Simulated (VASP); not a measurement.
Wanted: the native input for a VASP 6.6.1 run.

| Property | Result |
| --- | --- |
| Task | single point |
| Functional | PBE |
| Dispersion | D3(BJ) |
| Potentials or basis | VASP PAW PBE potentials, release 64 (P) |
| Cutoff | 520 eV |
| k mesh | 8 × 6 × 1 |
| Occupations | gaussian, width 0.05 eV |
| Spin | no spin polarisation |
| Dipole correction | yes |
| Further INCAR settings | ALGO = Normal; EDIFF = 1e-06; NBANDS = 30 |

The structure of P lies in POSCAR:

```
P
1.0
    3.2961869271      0.0000000000      0.0000000000
    0.0000000000      4.4391555608      0.0000000000
    0.0000000000      0.0000000000     21.7461973993
P
8
Direct
    0.5000000000      0.9174951521      0.2069327302
    0.0000000000      0.5825048479      0.2069327302
    0.5000000000      0.0825048479      0.3045635326
    0.0000000000      0.4174951521      0.3045635326
    0.7500000000      0.3325048479      0.4530952478
    0.2500000000     -0.0024854563      0.4530952478
    0.7500000000     -0.5024854563      0.5507260501
    0.2500000000     -0.1674951521      0.5507260501
```

This cell differs from its parent crystal: layers slid over each other.

One way to write it, as run:

INCAR

```
SYSTEM = P
ALGO = Normal
DIPOL = 0.5 0.5 0.379
EDIFF = 1E-6
ENCUT = 520
GGA = PE
IDIPOL = 3
ISIF = 2
ISMEAR = 0
IVDW = 12
LASPH = .True.
LCHARG = .False.
LDIPOL = .True.
LREAL = .False.
LWAVE = .False.
NBANDS = 30
NELM = 60
PREC = Accurate
SIGMA = 0.05
```

KPOINTS

```
k-points
0
Gamma
  8 6 1
  0 0 0
```

Potentials or basis: VASP PAW PBE potentials, release 64 (P).

Launch:

```sh
$ cat potpaw_PBE.64/P/POTCAR > POTCAR
$ mpirun -np 1 vasp_std > vasp.out
```

Results of the run:

```yaml
Largest_force: 0.123 eV/Å
Band_gap_on_the_k_mesh: 0.30 eV (least direct gap 0.35 eV)
Dispersion_energy_per_atom: -0.299 eV
```

Caveat: the cell differs from its parent crystal (layers slid over each other).

Run time: 3.6 min on 1 thread of AMD EPYC 9R45 (Zen 5), on a shared host, peak memory 0.43 GiB.
